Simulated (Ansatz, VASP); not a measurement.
**Bi in VASP and in Ansatz**

Contents of INCAR:

```
SYSTEM = Bi
ALGO = Normal ; EDIFF = 1E-7
ENCUT = 520 ; GGA = PE
ISIF = 2 ; ISMEAR = -1
LASPH = .TRUE. ; LCHARG = .FALSE.
LREAL = .FALSE. ; LWAVE = .FALSE.
NBANDS = 14 ; NELM = 80
PREC = Accurate ; SIGMA = 0.05
```

The input KPOINTS:

```
k-points
0
G
  16 16 16
  0 0 0
```

POSCAR

```
Bi
1.0
    0.0000000000      2.4720203478      2.4720203478
    2.4720203478      0.0000000000      2.4720203478
    2.4720203478      2.4720203478      0.0000000000
Bi
1
Direct
    0.0000000000      0.0000000000      0.0000000000
```

Input for Ansatz:

```yaml
crystal:
  lattice:
    - [0.0, 2.4720203478, 2.4720203478]
    - [2.4720203478, 0.0, 2.4720203478]
    - [2.4720203478, 2.4720203478, 0.0]
  atoms:
    - { symbol: Bi, position: [0.0, 0.0, 0.0] }
kpoints:
  mp_grid: { grid: [16, 16, 16] }
scf:
  occupations: { method: fermi_dirac, width: 0.05 }
hamiltonian:
  xc: pbe
  pseudopotentials: { kind: all_electron, lapw: { basis_error: 0.0005 } }
output:
  forces: true
  stress: true
  eigenvalues: true
```

Change from the starting cell: volume scaled by 0.95.

Alike in both runs: task single point; functional PBE; k mesh 16 × 16 × 16; occupations fermi-dirac, width 0.05 eV; no spin polarisation.

|  | VASP | Ansatz |
| --- | --- | --- |
| version | VASP 6.6.1 | Ansatz 0.2.0 |
| potentials or method | VASP PAW PBE potentials, release 64 (Bi_d), cutoff 520 eV | all-electron LAPW, scalar-relativistic |

|  | VASP | Ansatz | Ansatz less VASP |
| --- | --- | --- | --- |
| pressure (GPa) | 2.9 | 3.0 | +0.09 |

Ansatz ran all-electron here, and VASP with PAW potentials.

Neither program's run includes spin-orbit coupling.
